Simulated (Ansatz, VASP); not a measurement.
MgO: VASP beside Ansatz

File INCAR:

```
PREC = Accurate
ENCUT = 600
EDIFF = 1E-6
ISMEAR = 0
SIGMA = 0.02
LREAL = F
LASPH = T
NELM = 120
ALGO = Normal
ISIF = 2
LWAVE = F
LCHARG = F
GGA = PS
NBANDS = 11
GGA_COMPAT = F
```

The input KPOINTS:

```
regular mesh
0
Gamma
  10 10 10
```

File POSCAR:

```
MgO
1.0
    0.0000000000      2.1484562273      2.1484562273
    2.1484562273      0.0000000000      2.1484562273
    2.1484562273      2.1484562273      0.0000000000
Mg O
1 1
Direct
    0.0000000000      0.0000000000      0.0000000000
    0.5000000000      0.5000000000      0.5000000000
```

Input for Ansatz:

```yaml
crystal:
  lattice:
    - [0.0, 2.1484562273, 2.1484562273]
    - [2.1484562273, 0.0, 2.1484562273]
    - [2.1484562273, 2.1484562273, 0.0]
  atoms:
    - { symbol: Mg, position: [0.0, 0.0, 0.0] }
    - { symbol: O, position: [0.5, 0.5, 0.5] }
basis:
  ecutwfc: 420
kpoints:
  mp_grid: { grid: [10, 10, 10] }
hamiltonian:
  xc: pbesol
  pseudopotentials: { kind: paw }
scf:
  occupations: { method: gaussian, width: 0.02 }
output:
  forces: true
  stress: true
  eigenvalues: true
```

Alike in both runs: task single point; functional PBEsol; k mesh 10 × 10 × 10; occupations gaussian, width 0.02 eV; no spin polarisation.

|  | VASP | Ansatz |
| --- | --- | --- |
| version | VASP 6.6.1 | Ansatz 0.2.0 |
| potentials or method | VASP PAW PBE potentials, release 64 (Mg, O), cutoff 600 eV | scalar-relativistic, plane waves, PAW |
| valence electrons in the cell | 8 | 16 |

Ansatz gave:

- gap on the k mesh at the Fermi level (eV): 4.08
- least direct gap on the mesh (eV): 4.08
- pressure (GPa): -8.1

Question: Estimate VASP's values.

Answer: gap on the k mesh at the Fermi level (eV): 4.08; least direct gap on the mesh (eV): 4.08; pressure (GPa): -8.9.

VASP's potentials were made for PBE, not for PBEsol. VASP's potentials hold 8 valence electrons a cell and Ansatz's 16, so a difference there can come from the potentials and not from the codes.
